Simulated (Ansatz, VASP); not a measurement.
## Two plane-wave programs on In3GaSbN

The input INCAR:

```
  ALGO = Normal
  EDIFF = 1E-6
  ENCUT = 700
  GGA = PE
  GGA_COMPAT = False
  ISIF = 2
  ISMEAR = 0
  LASPH = True
  LCHARG = False
  LREAL = False
  LWAVE = False
  NBANDS = 45
  NELM = 120
  PREC = Accurate
  SIGMA = 0.1
```

File KPOINTS:

```
k-points
0
Gamma
  6 6 2
```

POSCAR

```
In3GaSbN
1.0
    4.4764831000      0.0000000000      0.0000000000
   -2.2382415500      3.8767480900      0.0000000000
    0.0000000000      0.0000000000      8.4284537700
In Ga Sb N
3 1 1 1
Direct
    0.6666666700      0.3333333300      0.2581529600
    0.6666666700      0.3333333300      0.7418470400
    0.6666666700      0.3333333300      0.0000000000
    0.6666666700      0.3333333300      0.5000000000
    0.0000000000      0.0000000000      0.0000000000
    0.3333333300      0.6666666700      0.0000000000
```

Input for Ansatz:

```yaml
crystal:
  lattice:
    - [4.4764831, 0.0, 0.0]
    - [-2.23824155, 3.87674809, 0.0]
    - [0.0, 0.0, 8.42845377]
  atoms:
    - { symbol: In, position: [0.66666667, 0.33333333, 0.25815296] }
    - { symbol: In, position: [0.66666667, 0.33333333, 0.74184704] }
    - { symbol: In, position: [0.66666667, 0.33333333, 0.0] }
    - { symbol: Ga, position: [0.66666667, 0.33333333, 0.5] }
    - { symbol: Sb, position: [0.0, 0.0, 0.0] }
    - { symbol: "N", position: [0.33333333, 0.66666667, 0.0] }
basis:
  ecutwfc: 420
kpoints:
  mp_grid: { grid: [6, 6, 2] }
hamiltonian:
  xc: pbe
scf:
  occupations: { method: gaussian, width: 0.1 }
  lower_state_search: "off"
output:
  forces: true
  stress: true
  eigenvalues: true
```

Alike in both runs: task single point; functional PBE; k mesh 6 × 6 × 2; occupations gaussian, width 0.1 eV; no spin polarisation.

|  | VASP | Ansatz |
| --- | --- | --- |
| version | VASP 6.6.1 | Ansatz 0.2.0 |
| potentials or method | VASP PAW PBE potentials, release 64 (In_d, Ga_d, Sb_d_GW, N), cutoff 700 eV | scalar-relativistic, plane waves, PAW |
| valence electrons in the cell | 72 | 72 |

|  | VASP | Ansatz | Ansatz less VASP |
| --- | --- | --- | --- |
| gap on the k mesh at the Fermi level (eV) | none | none | - |
| rms of the force components (eV/Å) | 0.123 | 0.180 | +0.0570 |

Atom by atom the forces differ by 0.057 eV/Å (rms over components). A gap of «none» marks a metal or a gap that the smearing closes.

The k mesh is coarse, so the values compare programs but aren't converged. Neither program's run includes spin-orbit coupling.
